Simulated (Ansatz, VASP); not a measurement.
Two plane-wave programs on In5GaP6

Contents of INCAR:

```
SYSTEM = In5GaP6
  ALGO = Normal
  EDIFF = 1E-7
  EDIFFG = -0.04
  ENCUT = 600
  GGA = PE
  IBRION = 2
  ISIF = 3
  ISMEAR = 0
  LASPH = .TRUE.
  LCHARG = .FALSE.
  LREAL = .FALSE.
  LWAVE = .FALSE.
  NELM = 80
  NSW = 90
  PREC = Accurate
  SIGMA = 0.1
```

KPOINTS

```
k-points
0
G
  6 6 1
  0 0 0
```

File POSCAR:

```
In5GaP6
1.0
    3.9740944100      0.0000000000      0.0000000000
   -1.9870472100      3.4416667200      0.0000000000
    0.0000000000      0.0000000000     19.4690069900
In Ga P
5 1 6
Direct
    0.6666666700      0.3333333300      0.6666666700
    0.3333333300      0.6666666700      0.3333333300
    0.6666666700      0.3333333300      0.1666666700
    0.0000000000      0.0000000000      0.0000000000
    0.3333333300      0.6666666700      0.8333333300
    0.0000000000      0.0000000000      0.5000000000
    0.3333333300      0.6666666700      0.5833333300
    0.6666666700      0.3333333300      0.4166666700
    0.0000000000      0.0000000000      0.2500000000
    0.3333333300      0.6666666700      0.0833333300
    0.6666666700      0.3333333300      0.9166666700
    0.0000000000      0.0000000000      0.7500000000
```

Input for Ansatz:

```yaml
crystal:
  lattice:
    - [3.97409441, 0.0, 0.0]
    - [-1.98704721, 3.44166672, 0.0]
    - [0.0, 0.0, 19.46900699]
  atoms:
    - { symbol: In, position: [0.66666667, 0.33333333, 0.66666667] }
    - { symbol: In, position: [0.33333333, 0.66666667, 0.33333333] }
    - { symbol: In, position: [0.66666667, 0.33333333, 0.16666667] }
    - { symbol: In, position: [0.0, 0.0, 0.0] }
    - { symbol: In, position: [0.33333333, 0.66666667, 0.83333333] }
    - { symbol: Ga, position: [0.0, 0.0, 0.5] }
    - { symbol: P, position: [0.33333333, 0.66666667, 0.58333333] }
    - { symbol: P, position: [0.66666667, 0.33333333, 0.41666667] }
    - { symbol: P, position: [0.0, 0.0, 0.25] }
    - { symbol: P, position: [0.33333333, 0.66666667, 0.08333333] }
    - { symbol: P, position: [0.66666667, 0.33333333, 0.91666667] }
    - { symbol: P, position: [0.0, 0.0, 0.75] }
basis:
  ecutwfc: 420
kpoints:
  mp_grid: { grid: [6, 6, 1] }
hamiltonian:
  xc: pbe
scf:
  occupations: { method: gaussian, width: 0.1 }
  lower_state_search: "off"
output:
  forces: true
  stress: true
  eigenvalues: true
relax:
  adjacent_minimum: "off"
  f_tol: 0.04
  max_steps: 70
  cell: { stress_tol: 0.4 }
```

Alike in both runs: task relaxation of cell and atoms; functional PBE; k mesh 6 × 6 × 1; occupations gaussian, width 0.1 eV; no spin polarisation.

|  | VASP | Ansatz |
| --- | --- | --- |
| version | VASP 6.6.1 | Ansatz 0.2.0 |
| potentials or method | VASP PAW PBE potentials, release 64 (In_d, Ga_d, P), cutoff 600 eV | scalar-relativistic, plane waves, PAW |
| valence electrons in the cell | 108 | 108 |

|  | VASP | Ansatz | Ansatz less VASP |
| --- | --- | --- | --- |
| gap on the k mesh at the Fermi level, each at its own relaxed structure (eV) | none | none | - |
| relaxed volume (Å³/atom) | 20.53 | 20.56 | +0.023 |
| relaxed cell length with the largest relative difference (Å) | 3.850 | 3.852 | +0.0021 |

A gap of «none» marks a metal or a gap that the smearing closes.
